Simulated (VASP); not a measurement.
# Be27N2 in VASP: notebook

The runs below take Be27N2 through single point, with PBE+D3(BJ).

Everything below comes from runs of VASP 6.6.1. Logs are shortened: lines on timing, memory, paths and dates and some standing lists are left out, and cuts for length are marked.

**1. The cell of the first run**

The cell holds a slab with vacuum, 29 atoms: a = 6.870 Å, b = 6.870 Å, c = 14.588 Å, α = 90.00°, β = 90.00°, γ = 60.00°.

**2. Single point, PBE+D3(BJ)**

INCAR

```
PREC = Accurate
ENCUT = 1000
EDIFF = 1E-6
ISMEAR = 0
SIGMA = 0.15
LREAL = Auto
LASPH = T
NELM = 120
ALGO = Normal
ISIF = 2
LWAVE = F
LCHARG = F
GGA = PE
IVDW = 12
NBANDS = 52
GGA_COMPAT = F
NELMDL = -8
```

KPOINTS

```
regular mesh
0
Gamma
  4 4 1
```

POSCAR

```
Be27N2
1.0
    6.8700000000      0.0000000000      0.0000000000
    3.4350000000      5.9495950000      0.0000000000
    0.0000000000      0.0000000000     14.5884300000
Be N
27 2
Direct
    0.0000000000      0.0000000000      0.0685474722
    0.3333333333      0.0000000000      0.0685474722
    0.6666666667      0.0000000000      0.0685474722
    0.0000000280      0.3333332773      0.0685474722
    0.3333333613      0.3333332773      0.0685474722
    0.6666666947      0.3333332773      0.0685474722
   -0.0000000280      0.6666667227      0.0685474722
    0.3333333053      0.6666667227      0.0685474722
    0.6666666387      0.6666667227      0.0685474722
   -0.1110921424      0.2223304275      0.1933859230
    0.2221278172      0.2222215126      0.1933726933
    0.5556738754      0.2220109100      0.1934129307
   -0.1109753654      0.5554712548      0.1933162787
    0.2222290818      0.5557232047      0.1934862079
    0.5553208144      0.5556282402      0.1934054590
   -0.1113129821      0.8888667212      0.1934043622
    0.2224233179      0.8886409915      0.1933638507
    0.5555960961      0.8890549693      0.1934157411
    0.0000372540     -0.0000954687      0.3180974923
    0.3333308432     -0.0000334477      0.3182421275
    0.6666806690     -0.0000015127      0.3184067785
    0.0000048663      0.3334359734      0.3179770544
    0.3333461290      0.3332643651      0.3183743556
    0.6666363707      0.3333100825      0.3182003135
   -0.0000891890      0.6666657142      0.3183552994
    0.3333280107      0.6667381561      0.3183786055
    0.6667181433      0.6666551253      0.3181642576
    0.8114183312      0.3234305865      0.5771334544
    0.9764288872      0.3128895328      0.5714699937
```

Potentials or basis: VASP PAW PBE potentials, release 64 (Be, N_h).

Launch:

```
> cat potpaw_PBE.64/Be/POTCAR potpaw_PBE.64/N_h/POTCAR > POTCAR
> mpirun -np 1 vasp_std > vasp.out
```

OUTCAR:

```text
PREC = Accurate
   ENCUT = 1000
   EDIFF = 1E-6
   ISMEAR = 0
   LREAL = Auto
   LASPH = T
   NELM = 120
   ISIF = 2
   GGA = PE
   IVDW = 12
   NELMDL = -8
 IVDW          = 12

 ion  position               nearest neighbor table
   1  0.000  0.000  0.069-  10 2.25  17 2.25  16 2.25   8 2.29   4 2.29   6 2.29   7 2.29   3 2.29
                             2 2.29
   2  0.333  0.000  0.069-  11 2.25  17 2.25  18 2.25   8 2.29   4 2.29   5 2.29   9 2.29   1 2.29
                             3 2.29
   3  0.667  0.000  0.069-  16 2.25  12 2.25  18 2.25   7 2.29   6 2.29   9 2.29   5 2.29   1 2.29
                             2 2.29
   4  0.000  0.333  0.069-  13 2.25  11 2.25  10 2.25   2 2.29   1 2.29   5 2.29   6 2.29   9 2.29
                             7 2.29
   5  0.333  0.333  0.069-  11 2.25  12 2.25  14 2.25   2 2.29   3 2.29   4 2.29   6 2.29   7 2.29
                             8 2.29
   6  0.667  0.333  0.069-  10 2.25  15 2.25  12 2.25   3 2.29   1 2.29   4 2.29   5 2.29   8 2.29
                             9 2.29
   7  1.000  0.667  0.069-  13 2.25  16 2.25  14 2.25   3 2.29   1 2.29   9 2.29   8 2.29   5 2.29
                             4 2.29
   8  0.333  0.667  0.069-  17 2.25  15 2.25  14 2.25   2 2.29   1 2.29   7 2.29   9 2.29   6 2.29
                             5 2.29
   9  0.667  0.667  0.069-  13 2.25  15 2.25  18 2.25   3 2.29   2 2.29   7 2.29   8 2.29   4 2.29
[... 22 lines left out ...]
                            22 2.29
  21  0.667  1.000  0.318-  12 2.25  18 2.25  16 2.25  25 2.29  24 2.29  23 2.29  19 2.29  27 2.29
                            20 2.29
  22  0.000  0.333  0.318-  11 2.25  10 2.25  13 2.25  25 2.29  27 2.29  23 2.29  20 2.29  24 2.29
                            19 2.29
  23  0.333  0.333  0.318-  14 2.25  12 2.25  11 2.25  22 2.29  21 2.29  20 2.29  24 2.29  25 2.29
                            26 2.29
  24  0.667  0.333  0.318-  12 2.25  15 2.25  10 2.25  21 2.29  23 2.29  26 2.29  27 2.29  19 2.29
                            22 2.29
  25  1.000  0.667  0.318-  14 2.25  16 2.25  13 2.25  22 2.29  27 2.29  21 2.29  19 2.29  23 2.29
                            26 2.29
  26  0.333  0.667  0.318-  14 2.25  15 2.25  17 2.25  19 2.29  20 2.29  27 2.29  24 2.29  25 2.29
                            23 2.29
  27  0.667  0.667  0.318-  18 2.25  15 2.25  13 2.25  25 2.29  22 2.29  21 2.29  26 2.29  20 2.29
                            24 2.29
  28  0.811  0.323  0.577-  29 1.10
  29  0.976  0.313  0.571-  28 1.10

  LATTYP: Found a hexagonal cell.
 ALAT       =     6.8700004122
 C/A-ratio  =     2.1234976892

  Lattice vectors:

 A1 = (  -3.4350000000,  -5.9495950000,   0.0000000000)
 A2 = (   6.8700000000,   0.0000000000,   0.0000000000)
 A3 = (   0.0000000000,   0.0000000000,  14.5884300000)

Analysis of symmetry for initial positions (statically):
=====================================================================
 Subroutine PRICEL returns:
 Original cell was already a primitive cell.

 Routine SETGRP: Setting up the symmetry group for a
 hexagonal supercell.

 Subroutine GETGRP returns: Found  1 space group operations
 (whereof  1 operations were pure point group operations)
 out of a pool of 24 trial point group operations.

The static configuration has the point symmetry C_1 .

Analysis of symmetry for dynamics (positions and initial velocities):
=====================================================================
 Subroutine PRICEL returns:
 Original cell was already a primitive cell.

 Routine SETGRP: Setting up the symmetry group for a
 hexagonal supercell.

 Subroutine GETGRP returns: Found  1 space group operations
 (whereof  1 operations were pure point group operations)
 out of a pool of 24 trial point group operations.

The dynamic configuration has the point symmetry C_1 .

 Subroutine INISYM returns: Found  1 space group operations
 (whereof  1 operations are pure point group operations),
 and found     1 'primitive' translations

----------------------------------------------------------------------------------------

                                     Primitive cell

  volume of cell :     596.2834

  direct lattice vectors                    reciprocal lattice vectors
     6.870000000  0.000000000  0.000000000     0.145560408 -0.084039334  0.000000000
     3.435000000  5.949595000  0.000000000     0.000000000  0.168078668  0.000000000
[... 73 lines left out ...]
 Grid dimensions read from file:
 generate k-points for:    4    4    1

 Generating k-lattice:

  Cartesian coordinates                     Fractional coordinates (reciprocal lattice)
     0.036390102 -0.021009833  0.000000000     0.250000000 -0.000000000  0.000000000
     0.000000000  0.042019667  0.000000000     0.000000000  0.250000000  0.000000000
     0.000000000  0.000000000  0.068547472     0.000000000  0.000000000  1.000000000

  Length of vectors
     0.042019669  0.042019667  0.068547472

  Shift w.r.t. Gamma in fractional coordinates (k-lattice)
     0.000000000  0.000000000  0.000000000

 Subroutine IBZKPT returns following result:
 ===========================================

 Found     10 irreducible k-points:

 Following reciprocal coordinates:
            Coordinates               Weight
  0.000000  0.000000  0.000000      1.000000
  0.250000 -0.000000  0.000000      2.000000
  0.250000  0.250000  0.000000      2.000000
  0.000000  0.250000  0.000000      2.000000
  0.500000 -0.000000  0.000000      1.000000
  0.500000  0.500000  0.000000      1.000000
  0.000000  0.500000  0.000000      1.000000
  0.500000  0.250000  0.000000      2.000000
  0.250000  0.500000  0.000000      2.000000
 -0.250000  0.250000  0.000000      2.000000
   k-points           NKPTS =     10   k-points in BZ     NKDIM =     10   number of bands    NBANDS=     52
   number of dos      NEDOS =    301   number of ions     NIONS =     29
   total plane-waves  NPLWV = 777600
   dimension x,y,z NGX =    72 NGY =   72 NGZ =  150
   dimension x,y,z NGXF=   144 NGYF=  144 NGZF=  300
   ions per type =              27   2
   NGX,Y,Z   is equivalent  to a cutoff of  17.42, 17.42, 17.09 a.u.
   NGXF,Y,Z  is equivalent  to a cutoff of  34.85, 34.85, 34.19 a.u.
 SYSTEM =  unknown system
   PREC   = accura    normal or accurate (medium, high low for compatibility)
   ISTART =      0    job   : 0-new  1-cont  2-samecut
   ICHARG =      2    charge: 1-file 2-atom 10-const
   ISPIN  =      1    spin polarized calculation?
   LNONCOLLINEAR =      F non collinear calculations
   LSORBIT =      F    spin-orbit coupling
   LASPH  =      T    aspherical Exc in radial PAW
   ENCUT  = 1000.0 eV  73.50 Ry    8.57 a.u.  17.71 17.71 37.62*2*pi/ulx,y,z
   NELM   =    120;   NELMIN=  2; NELMDL= -8     # of ELM steps
   EDIFF  = 0.1E-05   stopping-criterion for ELM
   LREAL  =      T    real-space projection
   EDIFFG = 0.1E-04   stopping-criterion for IOM
   NSW    =      0    number of steps for IOM
   IBRION =     -1    ionic relax: 0-MD 1-quasi-New 2-CG
   NFREE  =      0    steps in history (QN), initial steepest desc. (CG)
   ISIF   =      2    stress and relaxation
   ISYM   =      2    0-nonsym 1-usesym 2-fastsym
   POTIM  = 0.5000    time-step for ionic-motion
   TEBEG  =    0.0;   TEEND  =   0.0 temperature during run
   PSTRESS=    0.0 pullay stress
   NELECT =      64.0000    total number of electrons
   NUPDOWN=      -1.0000    fix difference up-down
   EMIN   =  10.00;   EMAX   =-10.00  energy-range for DOS
   EFERMI =   0.00;   METHOD = LEGACY
   ISMEAR =     0;   SIGMA  =   0.15  broadening in eV -4-tet -1-fermi 0-gaus
   EFERMI_NEDOS =   21; number of points for ismear=-14 and -15
   IALGO  =     38    algorithm
   IMIX   =      4    mixing-type and parameters
     AMIX     =   0.40;   BMIX     =  1.00
     AMIX_MAG =   1.60;   BMIX_MAG =  1.00
  volume/ion in A,a.u.               =      20.56       138.76
  Fermi-wavevector in a.u.,A,eV,Ry     =   0.778008  1.470221  8.235553  0.605296
  Thomas-Fermi vector in A             =   1.880814
   LORBIT       =      0    0 simple, 1 ext, 2 COOP (PROOUT), +10 PAW based schemes
   GGA     = PE    functional components
   LHFCALC =     F    Hartree Fock is set to
   AEXX    =    0.0000 exact exchange contribution
   IVDW    =    12    specifies the selected vdW correction
   LEPSILON=     F    determine dielectric tensor
   LRPA    =     F    only Hartree local field effects (RPA)
 non-spin polarized calculation
 Gauss-broadening in eV      SIGMA  =   0.15
  energy-cutoff  :     1000.00
  volume of cell :      596.28
 maximum number of plane-waves:     42853
 NGX is ok and might be reduce to    72
   NGX = 35   NGY = 35   NGZ = 75

 number of electron      64.0000000 magnetization

 Free energy of the ion-electron system (eV)
  ---------------------------------------------------
  ext. energy  EPLUGINS =         0.00000000
  ---------------------------------------------------
  free energy    TOTEN  =      -109.19827536 eV

  energy without entropy =     -109.04013117  energy(sigma->0) =     -109.11920326

 E-fermi :  -0.7183     XC(G=0):  -5.7802

 val. band max:       -0.7208810249   @ k =   0.2500   0.5000   0.0000
 cond. band min:      -0.7182759448   @ k =   0.5000   0.5000   0.0000
 fundamental gap:      0.0026050801
 Fermi energy:        -0.7183135675

 k-point     1 :       0.0000    0.0000    0.0000
  band No.  band energies     occupation
      1     -23.6459      2.00000
      2     -10.2526      2.00000
      3      -8.9801      2.00000
      4      -8.0283      2.00000
      5      -7.1107      2.00000
      6      -7.1012      2.00000
[... 459 lines left out ...]
     43       2.7489      0.00000
     44       3.3804      0.00000
 [bands above 44 left out]

------------------------ aborting loop because EDIFF is reached ----------------------------------------

 Edisp (eV)   -6.04944

 E8    (eV) :    -2.1897

  FORCE on cell =-STRESS in cart. coord.  units (eV):
  Direction    XX          YY          ZZ          XY          YZ          ZX
  --------------------------------------------------------------------------------------
  -------------------------------------------------------------------------------------
  Total     -26.53614   -26.62093    -0.05241    -0.00584     0.00209    -0.00252
  in kB     -71.30100   -71.52883    -0.14082    -0.01568     0.00560    -0.00678
  external pressure =      -47.66 kB  Pullay stress =        0.00 kB

 VOLUME and BASIS-vectors are now :
 -----------------------------------------------------------------------------
  energy-cutoff  :     1000.00
  volume of cell :      596.28
      direct lattice vectors                 reciprocal lattice vectors
     6.870000000  0.000000000  0.000000000     0.145560408 -0.084039334  0.000000000
     3.435000000  5.949595000  0.000000000     0.000000000  0.168078668  0.000000000
     0.000000000  0.000000000 14.588430000     0.000000000  0.000000000  0.068547472

 POSITION                                       TOTAL-FORCE (eV/Angst)
 -----------------------------------------------------------------------------------
      0.00000      0.00000      1.00000        -0.001548     -0.003160      0.000144
      2.29000      0.00000      1.00000         0.003712     -0.002379      0.001410
      4.58000      0.00000      1.00000        -0.002120     -0.001775      0.001297
      1.14500      1.98320      1.00000        -0.000383     -0.000773      0.001281
      3.43500      1.98320      1.00000         0.001849      0.001774      0.002933
      5.72500      1.98320      1.00000        -0.001409      0.000412      0.001992
[... 21 lines left out ...]
      6.68543      1.92428      8.41947        -0.068919      0.004302      0.000549
      7.78284      1.86157      8.33685         0.066308     -0.004308     -0.010751
 -----------------------------------------------------------------------------------
    total drift:                               -0.001543      0.000544      0.045243

  FREE ENERGIE OF THE ION-ELECTRON SYSTEM (eV)
  ---------------------------------------------------
  free  energy   TOTEN  =      -115.2477143179 eV

  energy  without entropy=     -115.0895701252  energy(sigma->0) =     -115.16864222
```

It took 26 min on 1 thread of Intel Xeon 6975P-C (Granite Rapids), shared host; peak memory 1.6 GiB.

What came out:

| Quantity | Value |
| --- | --- |
| Free energy | -115.2477 eV |
| Largest force | 0.069 eV/Å |
| Band gap on the k mesh | zero (bands 32 and 33 overlap by 0.85 eV) |
| Dispersion energy per atom | -0.209 eV |

Forces in eV/Å, atoms in the order of the input:
```
Be  -0.002 -0.003  0.000
Be   0.004 -0.002  0.001
Be  -0.002 -0.002  0.001
Be   0.000 -0.001  0.001
Be   0.002  0.002  0.003
Be  -0.001  0.000  0.002
Be   0.004  0.002  0.001
Be  -0.003 -0.001  0.001
Be  -0.001  0.004  0.000
Be  -0.001  0.000 -0.001
Be   0.000 -0.001  0.000
Be   0.001  0.000  0.000
Be   0.000  0.000 -0.001
Be   0.001  0.000  0.002
Be  -0.001  0.000 -0.002
Be   0.000  0.000 -0.001
Be   0.001 -0.001  0.001
Be  -0.001  0.000  0.000
Be   0.000  0.003 -0.003
Be  -0.001  0.001  0.004
Be   0.002 -0.001  0.003
Be   0.000 -0.003 -0.006
Be   0.001  0.002  0.002
Be   0.000  0.001 -0.003
Be   0.001  0.001  0.001
Be   0.001 -0.002  0.003
Be  -0.002  0.001 -0.002
N   -0.069  0.004  0.001
N    0.066 -0.004 -0.011
```

Caveat: there is no dipole correction, which matters where the two faces differ.

**3. Single point, PBE+D3(BJ)**

INCAR

```
SYSTEM = Be27N2
PREC = Accurate
ENCUT = 1000
EDIFF = 1E-6
ISMEAR = 0
SIGMA = 0.15
LREAL = Auto
LASPH = .TRUE.
NELM = 120
ALGO = Normal
ISIF = 2
LWAVE = .FALSE.
LCHARG = .FALSE.
GGA = PE
IVDW = 12
NBANDS = 52
GGA_COMPAT = .FALSE.
NELMDL = -8
```

KPOINTS

```
Automatic mesh
0
G
  4 4 1
  0 0 0
```

POSCAR

```
Be27N2
1.0
    6.8700000000      0.0000000000      0.0000000000
    3.4350000000      5.9495950000      0.0000000000
    0.0000000000      0.0000000000     14.5884300000
Be N
27 2
Direct
    0.0000000000      0.0000000000      0.0685474722
    0.3333333333      0.0000000000      0.0685474722
    0.6666666667      0.0000000000      0.0685474722
    0.0000000280      0.3333332773      0.0685474722
    0.3333333613      0.3333332773      0.0685474722
    0.6666666947      0.3333332773      0.0685474722
   -0.0000000280      0.6666667227      0.0685474722
    0.3333333053      0.6666667227      0.0685474722
    0.6666666387      0.6666667227      0.0685474722
   -0.1111487479      0.2224040460      0.1933926406
    0.2221149280      0.2221803333      0.1933594636
    0.5557341648      0.2219974637      0.1934203338
   -0.1109321114      0.5554709186      0.1933106578
    0.2221893915      0.5557909404      0.1934958731
    0.5552975360      0.5555976499      0.1934073783
   -0.1113344321      0.8888120956      0.1933875681
    0.2225032017      0.8885979634      0.1933552137
    0.5555662296      0.8890966528      0.1934338376
    0.0000441022     -0.0001292525      0.3180437511
    0.3333203552     -0.0000279011      0.3182381517
    0.6667003828     -0.0000057147      0.3184152784
    0.0000076958      0.3334600086      0.3179318816
    0.3333382390      0.3332539442      0.3183658557
    0.6666247343      0.3333327731      0.3182366437
   -0.0001021712      0.6666791605      0.3183555050
    0.3333331576      0.6667482408      0.3183950569
    0.6667267081      0.6666272242      0.3182097731
    0.8529415857      0.2819971780      0.5728679508
    1.0185032407      0.2711789626      0.5714568326
```

Potentials or basis: VASP PAW PBE potentials, release 64 (Be, N_h).

Launch:

```
> cat potpaw_PBE.64/Be/POTCAR potpaw_PBE.64/N_h/POTCAR > POTCAR
> mpirun -np 1 vasp_std > vasp.out
```

Run time: 31 min. Hardware: 1 thread of Intel Xeon Platinum 8488C (Sapphire Rapids), shared host; peak memory 1.6 GiB.

Results (log left out):

| Quantity | Value |
| --- | --- |
| Free energy | -115.2480 eV |
| Largest force | 0.069 eV/Å |
| Band gap on the k mesh | zero (bands 32 and 33 overlap by 0.85 eV) |
| Dispersion energy per atom | -0.209 eV |

Forces on the atoms (eV/Å):
```
Be  -0.001 -0.002  0.001
Be   0.004 -0.003  0.001
Be  -0.003 -0.002  0.002
Be  -0.001 -0.001  0.001
Be   0.003  0.003  0.003
Be  -0.002  0.001  0.002
Be   0.004  0.002  0.001
Be  -0.003 -0.003  0.001
Be  -0.001  0.005  0.001
Be   0.000 -0.001 -0.001
Be   0.000 -0.001  0.000
Be   0.000  0.000  0.000
Be   0.001  0.000 -0.002
Be   0.000 -0.001  0.002
Be  -0.001  0.000 -0.001
Be  -0.001 -0.001 -0.001
Be   0.000  0.000  0.000
Be  -0.001  0.000  0.001
Be   0.000  0.002 -0.006
Be  -0.001  0.001  0.003
Be   0.002  0.000  0.003
Be   0.000 -0.002 -0.009
Be   0.000  0.002  0.002
Be   0.001  0.000 -0.001
Be   0.001  0.001  0.002
Be   0.000 -0.001  0.003
Be  -0.001  0.001 -0.001
N   -0.068  0.005 -0.003
N    0.067 -0.005 -0.005
```

Levels at points of the mesh, in eV from the Fermi level:
```tsv
k point	band 28	band 29	band 30	band 31	band 32	band 33	band 34	band 35	band 36	band 37
(0.00, 0.00, 0.00)	-0.62	-0.62	-0.22	-0.20	0.84	0.85	0.89	0.89	1.82	1.82
(0.50, 0.00, 0.00)	-1.29	-0.75	-0.74	-0.01	0.00	0.00	0.00	1.23	1.24	2.89
(0.50, 0.50, 0.00)	-1.30	-0.75	-0.74	-0.01	0.00	0.00	0.00	1.23	1.23	2.89
(0.00, 0.50, 0.00)	-1.30	-0.75	-0.73	-0.01	0.00	0.00	0.00	1.22	1.23	2.89
```

Caveat: there is no dipole correction, which matters where the two faces differ.
